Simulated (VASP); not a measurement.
## BN: single point with r2SCAN

The system is BN.

```
B N
1.0
     2.49280    0.00000    0.00000
    -1.24640    2.15883    0.00000
     0.00000    0.00000    6.21590
B N
2 2
Direct
  0.33333 0.66667 0.25000
  0.66667 0.33333 0.75000
  0.33333 0.66667 0.75000
  0.66667 0.33333 0.25000
```

```json
{
 "Program": "VASP 6.6.1",
 "Task": "single point",
 "Functional": "r2SCAN",
 "Potentials or basis": "VASP PAW PBE potentials, release 64 (B, N)",
 "Cutoff": "520 eV",
 "k mesh": "12 × 12 × 4",
 "Occupations": "gaussian, width 0.02 eV",
 "Spin": "no spin polarisation"
}
```

* Pressure: 4.4 GPa
* Band gap on the k mesh: 4.77 eV, indirect (least direct gap 5.12 eV)

Stress tensor (GPa, compression positive):
```
4.80 0.00 0.00
0.00 4.80 0.00
0.00 0.00 3.74
```

Levels at points of the mesh, in eV from the valence-band top:
| k point | band 6 | band 7 | band 8 | band 9 | band 10 | band 11 |
| --- | --- | --- | --- | --- | --- | --- |
| (0.00, 0.00, 0.00) | -1.41 | -1.34 | -1.34 | 6.14 | 11.98 | 12.30 |
| (0.50, 0.00, 0.00) | -4.27 | -1.76 | -0.35 | 4.77 | 6.66 | 10.38 |
| (0.00, 0.00, 0.50) | -1.37 | -1.37 | -1.37 | 9.03 | 9.03 | 12.41 |
| (0.50, 0.00, 0.50) | -4.33 | -1.00 | -1.00 | 5.30 | 5.30 | 10.77 |

Run time: 53 s on 1 thread of Intel(R) Xeon(R) 6975P-C (Granite Rapids), on a shared host, peak memory 0.16 GiB.

Caveat: the PAW data sets were made with another functional, which shifts forces and pressure a little. r2SCAN opens gaps a little over a GGA but as a rule still falls short of measured ones.
